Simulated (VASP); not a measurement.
# PbSe: single point with LDA

The system is PbSe.

```
Pb Se
1.0
     2.15488   -6.13395    0.00000
     2.15488    6.13395    0.00000
     0.00000    0.00000    4.45049
Pb Se
2 2
Direct
  0.63176 0.36824 0.75000
  0.36824 0.63176 0.25000
  0.86129 0.13871 0.75000
  0.13871 0.86129 0.25000
```

```
Program             : VASP 6.6.1
Task                : single point
Functional          : LDA
Potentials or basis : VASP PAW LDA potentials, release 64 (Pb_d, Se)
Cutoff              : 500 eV
k mesh              : 6 × 6 × 6
Occupations         : gaussian, width 0.01 eV
Spin                : non-collinear spin, zero start, spin-orbit coupling
Starting moments    : [[0.0, 0.0, 0.0], [0.0, 0.0, 0.0], [0.0, 0.0, 0.0], [0.0, 0.0, 0.0]] μB
```

| Property | Result |
| --- | --- |
| Pressure | -3.2 GPa |
| Largest force | 0.111 eV/Å |
| Net moment | 0.00 μB per cell |
| Valence electrons inside the program's atomic spheres | Pb 11.87; Se 3.79 |

Forces in eV/Å, atoms in the order of the input:
```
Pb   0.000 -0.111  0.000
Pb   0.000  0.111  0.000
Se   0.000  0.042  0.000
Se   0.000 -0.042  0.000
```

Stress tensor (GPa, compression positive):
```
-3.22  0.00  0.00
 0.00 -3.04  0.00
 0.00  0.00 -3.44
```

Moments on the atoms (μB; x, y, z):
```
Pb  0.00 0.00 0.00
Pb  0.00 0.00 0.00
Se  0.00 0.00 0.00
Se  0.00 0.00 0.00
```

Run time: 5 min on 1 thread of Intel(R) Xeon(R) 6975P-C (Granite Rapids) (shared host), peak memory 0.67 GiB.

Caveat: the cell stands under tension.
